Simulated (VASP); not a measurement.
Write the native input for VASP 6.6.1 that does the following.

| Property | Result |
| --- | --- |
| Task | single point |
| Functional | PBE |
| Potentials or basis | VASP PAW PBE potentials, release 64 (Sr_sv, Co) |
| Cutoff | 520 eV |
| k mesh | 8 × 8 × 8 |
| Occupations | gaussian, width 0.05 eV |
| Spin | collinear spin, ferromagnetic start |
| Starting moments | [0.0, 1.69, 1.69, 1.69] μB |
| Dipole correction | no |
| Further INCAR settings | ALGO = Normal; EDIFF = 1e-07; NBANDS = 30 |

The structure of SrCo3 lies in POSCAR:

```
SrCo3
1.0
    4.1361682395      0.0000000000      0.0000000000
    0.0000000000      4.1361682395      0.0000000000
    0.0000000000      0.0000000000      4.1361682395
Sr Co
1 3
Direct
    0.0000000000      0.0000000000      0.0000000000
    0.0000000000      0.5000000000      0.5000000000
    0.5000000000      0.5000000000      0.0000000000
    0.5000000000      0.0000000000      0.5000000000
```

This cell differs from its parent crystal: volume scaled by 1.100.

One way to write it, as run:

INCAR

```
ALGO = Normal
EDIFF = 1E-7
ENCUT = 520
GGA = PE
ISIF = 2
ISMEAR = 0
ISPIN = 2
LASPH = True
LCHARG = False
LMAXMIX = 4
LORBIT = 11
LREAL = False
LWAVE = False
MAGMOM = 0 1.69 1.69 1.69
NBANDS = 30
NELM = 150
PREC = Accurate
SIGMA = 0.05
```

KPOINTS

```
k-points
0
Gamma
  8 8 8
```

Potentials or basis: VASP PAW PBE potentials, release 64 (Sr_sv, Co).

Run with:

```sh
$ cat potpaw_PBE.64/Sr_sv/POTCAR potpaw_PBE.64/Co/POTCAR > POTCAR
$ mpirun -np 1 vasp_std > vasp.out
```

Results of the run:

```json
{
  "Pressure": "-5.6 GPa",
  "Net moment": "4.20 μB per cell",
  "Site moments": "Sr -0.11; Co +1.54 μB",
  "Valence electrons inside the program's atomic spheres": "Sr 8.23; Co 7.89"
}
```

It took 2.2 min on 1 thread of Intel Xeon 6975P-C, with other jobs on the host, peak memory 0.27 GiB.
